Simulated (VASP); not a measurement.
# PbSe (F-43m) in VASP: further runs, part 2 of 2

VASP 6.6.1. Earlier steps stand in the parts before.

## Step 3: Single point, PBE-based screened hybrid with 100 % exact exchange

POSCAR

```
PbSe
1.0
    0.0000000000      3.4232041400      3.4232041400
    3.4232041400      0.0000000000      3.4232041400
    3.4232041400      3.4232041400      0.0000000000
Pb Se
1 1
Direct
    0.0000000000      0.0000000000      0.0000000000
    0.2500000000      0.2500000000      0.2500000000
```

INCAR.step1

```
SYSTEM = PbSe
ALGO = Normal ; EDIFF = 1E-5
ENCUT = 520 ; GGA = PE
ISIF = 2 ; ISMEAR = 0
LASPH = .True. ; LCHARG = .False.
LREAL = .False. ; LWAVE = .True.
NBANDS = 17 ; NELM = 60
PREC = Accurate ; SIGMA = 0.01
```

INCAR.step2

```
SYSTEM = PbSe
AEXX = 1.0 ; AGGAC = 1.0
ALDAC = 1.0 ; ALGO = Normal
EDIFF = 1E-6 ; ENCUT = 520
GGA = PE ; HFSCREEN = 0.1
ISIF = 2 ; ISMEAR = 0
ISTART = 1 ; LASPH = .True.
LCHARG = .False. ; LHFCALC = .True.
LREAL = .False. ; LWAVE = .False.
NBANDS = 17 ; NELM = 60
PREC = Accurate ; PRECFOCK = Normal
SIGMA = 0.01
```

KPOINTS

```
k-points
0
Gamma
  4 4 4
  0 0 0
```

Potentials or basis: VASP PAW PBE potentials, release 64 (Pb_d, Se).

The run is started by

```
> cat potpaw_PBE.64/Pb_d/POTCAR potpaw_PBE.64/Se/POTCAR > POTCAR
> cp INCAR.step1 INCAR
> mpirun -np 1 vasp_std > vasp.out
> cp INCAR.step2 INCAR
> mpirun -np 1 vasp_std > vasp.out
```

Wall time 40 min (1 thread of Intel Xeon 8259CL, shared host); peak memory 0.33 GiB.

Results (log left out):

```
Free energy            : -16.4303 eV
Pressure               : -1.6 GPa
Band gap on the k mesh : 4.07 eV (least direct gap 4.80 eV)
```

Levels at points of the mesh, in eV from the valence-band top:
```
           k point  band 7  band 8  band 9  band 10  band 11  band 12  band 13  band 14
(0.00, 0.00, 0.00)   -7.60   -2.83   -2.83    -2.83     5.99     5.99     5.99     8.38
(0.50, 0.00, 0.00)  -10.36   -3.49   -3.49    -2.43     6.87     6.87     7.75    10.34
(0.50, 0.50, 0.00)  -10.86   -4.38   -4.38    -0.74     4.07     9.66     9.66     9.92
```

Caveat: the structure was generated, so it needn't be the stable form of PbSe; the PAW data sets were made with another functional, which shifts forces and pressure a little; spin-orbit coupling is left out, which moves the levels of the heavy elements.

## Step 4: Single point, HSE06

POSCAR is that of step 3.

INCAR.step1

```
ALGO = Normal
EDIFF = 1E-5
ENCUT = 520
GGA = PE
ISIF = 2
ISMEAR = 0
LASPH = True
LCHARG = False
LREAL = False
LWAVE = True
NBANDS = 17
NELM = 60
PREC = Accurate
SIGMA = 0.01
```

INCAR.step2

```
ALGO = Normal
EDIFF = 1E-6
ENCUT = 520
GGA = PE
HFSCREEN = 0.2079
ISIF = 2
ISMEAR = 0
ISTART = 1
LASPH = True
LCHARG = False
LHFCALC = True
LREAL = False
LWAVE = False
NBANDS = 17
NELM = 60
PREC = Accurate
PRECFOCK = Normal
SIGMA = 0.01
```

KPOINTS

```
k-points
0
Gamma
  4 4 4
```

Potentials or basis: VASP PAW PBE potentials, release 64 (Pb_d, Se).

The run is started by

```
> cat potpaw_PBE.64/Pb_d/POTCAR potpaw_PBE.64/Se/POTCAR > POTCAR
> cp INCAR.step1 INCAR
> mpirun -np 1 vasp_std > vasp.out
> cp INCAR.step2 INCAR
> mpirun -np 1 vasp_std > vasp.out
```

OUTCAR:

```text
EDIFF = 1E-6
   ENCUT = 520
   GGA = PE
   HFSCREEN = 0.2079
   ISIF = 2
   ISMEAR = 0
   ISTART = 1
   LASPH = True
   LHFCALC = True
   LREAL = False
   NELM = 60
   PREC = Accurate
   PRECFOCK = Normal

 ion  position               nearest neighbor table
   1  0.000  0.000  0.000-   2 2.96   2 2.96   2 2.96   2 2.96
   2  0.250  0.250  0.250-   1 2.96   1 2.96   1 2.96   1 2.96

  LATTYP: Found a face centered cubic cell.
[... 337 lines left out ...]
     16      12.0511      0.00000
     17      12.1928      0.00000

------------------------ aborting loop because EDIFF is reached ----------------------------------------

  FORCE on cell =-STRESS in cart. coord.  units (eV):
  Direction    XX          YY          ZZ          XY          YZ          ZX
  --------------------------------------------------------------------------------------
  -------------------------------------------------------------------------------------
  Total        0.0150653      0.0150653      0.0150653      0.0000000      0.0000000      0.0000000
  in kB        0.3008578      0.3008578      0.3008578      0.0000000      0.0000000      0.0000000
  external PRESSURE =       0.3008578 kB  Pullay stress =       0.0000000 kB

 VOLUME and BASIS-vectors are now :
 -----------------------------------------------------------------------------
  energy-cutoff  :      520.00
  volume of cell :       80.23
      direct lattice vectors                 reciprocal lattice vectors
     0.000000000  3.423204140  3.423204140    -0.146061987  0.146061987  0.146061987
     3.423204140  0.000000000  3.423204140     0.146061987 -0.146061987  0.146061987
     3.423204140  3.423204140  0.000000000     0.146061987  0.146061987 -0.146061987

 POSITION                                       TOTAL-FORCE (eV/Angst)
 -----------------------------------------------------------------------------------
      0.00000      0.00000      0.00000         0.000000      0.000000      0.000000
      1.71160      1.71160      1.71160        -0.000000     -0.000000     -0.000000
 -----------------------------------------------------------------------------------
    total drift:                               -0.000005      0.000011      0.000002

  FREE ENERGIE OF THE ION-ELECTRON SYSTEM (eV)
  ---------------------------------------------------
  free  energy   TOTEN  =        -9.3130812963 eV

  energy  without entropy=       -9.3130812963  energy(sigma->0) =       -9.31308130
```

OUTCAR.step1:

```text
EDIFF = 1E-5
   ENCUT = 520
   GGA = PE
   ISIF = 2
   ISMEAR = 0
[... 362 lines left out ...]
 -----------------------------------------------------------------------------------
      0.00000      0.00000      0.00000        -0.000000     -0.000000     -0.000000
      1.71160      1.71160      1.71160         0.000000      0.000000      0.000000
 -----------------------------------------------------------------------------------
    total drift:                                0.000000      0.000000      0.000000

  FREE ENERGIE OF THE ION-ELECTRON SYSTEM (eV)
  ---------------------------------------------------
  free  energy   TOTEN  =        -7.8407648827 eV

  energy  without entropy=       -7.8407648827  energy(sigma->0) =       -7.84076488
```

Run time: 24 min. Hardware: 1 thread of Intel Xeon 8259CL, shared host; peak memory 0.33 GiB.

Results:

```yaml
Free_energy: -9.3131 eV
Pressure: 0.0 GPa
Band_gap_on_the_k_mesh: 1.07 eV (least direct gap 1.66 eV)
```

Caveat: the structure was generated, so it needn't be the stable form of PbSe; the PAW data sets were made with another functional, which shifts forces and pressure a little; spin-orbit coupling is left out, which moves the levels of the heavy elements. A k mesh can miss the band edges.

## Step 5: Overview

| level | share of exact exchange | screening parameter | gap on the mesh (eV) | pressure (GPa) |
| --- | --- | --- | --- | --- |
| PBE-based screened hybrid with 75 % exact exchange | 0.75 | 0.1 1/Å | 3.09 | -1.2 |
| PBE-based screened hybrid with 100 % exact exchange | 1 | 0.1 1/Å | 4.07 | -1.6 |
| HSE06 | 0.25 | 0.2079 1/Å | 1.07 | 0.0 |

Alike in all rows: task single point; potentials or basis VASP PAW PBE potentials, release 64 (Pb_d, Se); no spin polarisation; cell as given; k mesh 4 × 4 × 4; cutoff (eV) 520; smearing gaussian 0.01 eV.

On the cell as given the gap runs from 1.07 eV (HSE06) to 4.07 eV (PBE-based screened hybrid with 100 % exact exchange). The pressure there spans -1.6 GPa (PBE-based screened hybrid with 100 % exact exchange) to 0.0 GPa (HSE06); a positive pressure means that this level wants a larger cell, a negative one a smaller.

Caveats: the structure was generated, so it needn't be the stable form of PbSe; the PAW data sets were made with another functional, which shifts forces and pressure a little; spin-orbit coupling is left out, which moves the levels of the heavy elements.

Absolute energies hang on the potentials; compare differences alone.
